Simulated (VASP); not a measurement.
Set up this calculation in VASP 6.6.1, as the native input.

- Task: single point
- Functional: PBEsol
- Potentials or basis: VASP PAW PBE potentials, release 64 (Bi_d, Te)
- Cutoff: 520 eV
- k mesh: 12 × 12 × 12
- Occupations: gaussian, width 0.1 eV
- Spin: no spin polarisation
- Dipole correction: no
- Further INCAR settings: ALGO = Normal; EDIFF = 1e-06; NBANDS = 18

The structure of BiTe lies in POSCAR:

```
BiTe
1.0
    0.0000000000      3.1221308500      3.1221308500
    3.1221308500      0.0000000000      3.1221308500
    3.1221308500      3.1221308500      0.0000000000
Bi Te
1 1
Direct
    0.0000000000      0.0000000000      0.0000000000
    0.5000000000      0.5000000000      0.5000000000
```

This cell differs from its parent crystal: strained.

The input as run:

INCAR

```
  PREC = Accurate
  ENCUT = 520
  EDIFF = 1E-6
  ISMEAR = 0
  SIGMA = 0.1
  LREAL = F
  LASPH = T
  NELM = 100
  ALGO = Normal
  ISIF = 2
  LWAVE = F
  LCHARG = F
  GGA = PS
  NBANDS = 18
```

KPOINTS

```
regular mesh
0
Gamma
  12 12 12
```

Potentials or basis: VASP PAW PBE potentials, release 64 (Bi_d, Te).

Run with:

```bash
$ cat potpaw_PBE.64/Bi_d/POTCAR potpaw_PBE.64/Te/POTCAR > POTCAR
$ mpirun -np 1 vasp_std > vasp.out
```

It gave:

```
Pressure : 4.6 GPa
```

Caveat: the cell differs from its parent crystal (strained); the PAW data sets were made with another functional, which shifts forces and pressure a little.

Wall time 28 s on 1 thread of Intel(R) Xeon(R) 6975P-C (Granite Rapids) (shared host), peak memory 0.25 GiB.
